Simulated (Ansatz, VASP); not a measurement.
## One calculation of WSe2, two programs

```xyz
6
Lattice="3.2667 0.0000 0.0000 -1.6333 2.8290 0.0000 0.0000 0.0000 13.0172" Properties=species:S:1:pos:R:3 pbc="T T T"
W     0.0000    1.8860    3.2543
W     1.6333    0.9430    9.7629
Se    1.6333    0.9430    4.9299
Se    1.6333    0.9430    1.5787
Se    0.0000    1.8860   11.4385
Se    0.0000    1.8860    8.0873
```

Change from the starting cell: hydrostatic strain -1.0%.

Alike in both runs: task single point; functional PBE; k mesh 12 × 12 × 2; occupations fermi-dirac, width 0.02 eV; no spin polarisation.

|  | VASP | Ansatz |
| --- | --- | --- |
| version | VASP 6.6.1 | Ansatz 0.2.0 |
| potentials or method | VASP PAW PBE potentials, release 64 (W_sv, Se) | plane waves, PAW |
| plane-wave cutoff (eV) | 520 | 420 |
| valence electrons in the cell | 52 | 92 |

```tsv
	VASP	Ansatz	Ansatz less VASP
gap on the k mesh at the Fermi level (eV)	1.00	1.00	+0.005
pressure (GPa)	5.8	5.5	-0.34
traceless stress, the component that is largest in VASP (GPa)	0.03	-0.06	-0.090
rms of the force components (eV/Å)	0.160	0.137	-0.0238
```

Atom by atom the forces differ by 0.024 eV/Å (rms over components). With one functional, cell and mesh, what is left measures potentials, basis and numerics. VASP's potentials hold 52 valence electrons a cell and Ansatz's 92, so a difference there can come from the potentials and not from the codes.

Spin-orbit coupling is off throughout.
